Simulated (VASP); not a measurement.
**Nd: single point with LDA**

The system is Nd.

```
Nd
1.0
     0.00000    2.81295    2.81295
     2.81295    0.00000    2.81295
     2.81295    2.81295    0.00000
Nd
2
Cartesian
  0.0000 0.0000 0.0000
  1.4065 1.4065 1.4065
```

```json
{
 "Program": "VASP 6.6.1",
 "Task": "single point",
 "Functional": "LDA",
 "Potentials or basis": "VASP PAW PBE potentials, release 64 (Nd)",
 "Cutoff": "520 eV",
 "k mesh": "8 × 8 × 8",
 "Occupations": "fermi-dirac, width 0.136057 eV",
 "Spin": "no spin polarisation"
}
```

The pressure is 1.0 GPa. The band gap on the k mesh is zero (band 14 reaches 6.48 eV, above the bottom of band 15 at 6.42 eV).

Levels at points of the mesh, in eV from the Fermi level:
| k point | band 11 | band 12 | band 13 | band 14 | band 15 | band 16 | band 17 | band 18 |
| --- | --- | --- | --- | --- | --- | --- | --- | --- |
| (0.00, 0.00, 0.00) | -0.49 | -0.06 | -0.06 | -0.06 | 0.02 | 0.02 | 0.02 | 0.54 |
| (0.50, 0.00, 0.00) | -0.91 | -0.71 | -0.44 | -0.44 | 0.07 | 0.46 | 0.93 | 0.93 |
| (0.50, 0.50, 0.00) | -0.74 | -0.74 | -0.24 | -0.24 | 0.20 | 0.20 | 0.48 | 0.48 |

Run time: 80 s on 1 thread of Intel(R) Xeon(R) Platinum 8375C CPU @ 2.90GHz (Ice Lake), with other jobs on the host, peak memory 0.16 GiB.

Caveat: the PAW data sets were made with another functional, which shifts forces and pressure a little; spin-orbit coupling is left out, which moves the levels of the heavy elements. Spin polarisation is off, so any magnetic state and its effect on volume and gap are missing.
